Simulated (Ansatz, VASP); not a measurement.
## One calculation of Ir, two programs

Contents of INCAR:

```
PREC = Accurate ; ENCUT = 600
EDIFF = 1E-7 ; ISMEAR = -1
SIGMA = 0.1 ; LREAL = False
LASPH = True ; NELM = 60
ALGO = Normal ; ISIF = 3
LWAVE = False ; LCHARG = False
GGA = B5 ; ALDAX = 1.0
AGGAX = 1.0 ; AGGAC = 1.0
ALDAC = 0.0 ; IBRION = 2
NSW = 80 ; EDIFFG = -0.01
```

File KPOINTS:

```
Automatic mesh
0
Gamma
  13 13 13
```

The input POSCAR:

```
Ir
1.0
    2.4815209647      0.0000000000      0.0000000000
    0.0000000000      2.4815209647      0.0000000000
    0.0000000000      0.0000000000      2.4815209647
Ir
1
Direct
    0.0000000000      0.0000000000      0.0000000000
```

Input for Ansatz:

```yaml
crystal:
  lattice:
    - [2.4815209647, 0.0, 0.0]
    - [0.0, 2.4815209647, 0.0]
    - [0.0, 0.0, 2.4815209647]
  atoms:
    - { symbol: Ir, position: [0.0, 0.0, 0.0] }
hamiltonian:
  xc: blyp
  pseudopotentials:
    kind: paw
    azcp:
      Ir: "pseudopotentials/Ir.paw.azcp"
basis:
  ecutwfc: 420
  fft_grid_basis: typed
kpoints:
  mp_grid: { grid: [13, 13, 13], shift: [0, 0, 0] }
magnetization:
  spin_polarized: false
scf:
  occupations: { method: fermi_dirac, width: 0.1 }
relax:
  max_steps: 60
  f_tol: 0.01
  cell: {}
```

Alike in both runs: task relaxation of cell and atoms; functional BLYP; k mesh 13 × 13 × 13; occupations fermi-dirac, width 0.1 eV; no spin polarisation.

|  | VASP | Ansatz |
| --- | --- | --- |
| version | VASP 6.6.1 | Ansatz 0.2.0 |
| potentials or method | VASP PAW PBE potentials, release 64 (Ir), cutoff 600 eV | plane waves (420 eV) with PAW, scalar-relativistic |
| valence electrons in the cell | 9 | 17 |

|  | VASP | Ansatz | Ansatz less VASP |
| --- | --- | --- | --- |
| relaxed volume (Å³/atom) | 18.06 | 17.93 | -0.132 |
| relaxed cell length with the largest relative difference (Å) | 2.624 | 2.617 | -0.0064 |

VASP's potentials were made for PBE, not for BLYP. VASP's potentials hold 9 valence electrons a cell and Ansatz's 17, so a difference there can come from the potentials and not from the codes.

Neither program's run includes spin-orbit coupling. Noted on VASP's run: the volume moved by over 15 % at a fixed basis, so the end points are rough.
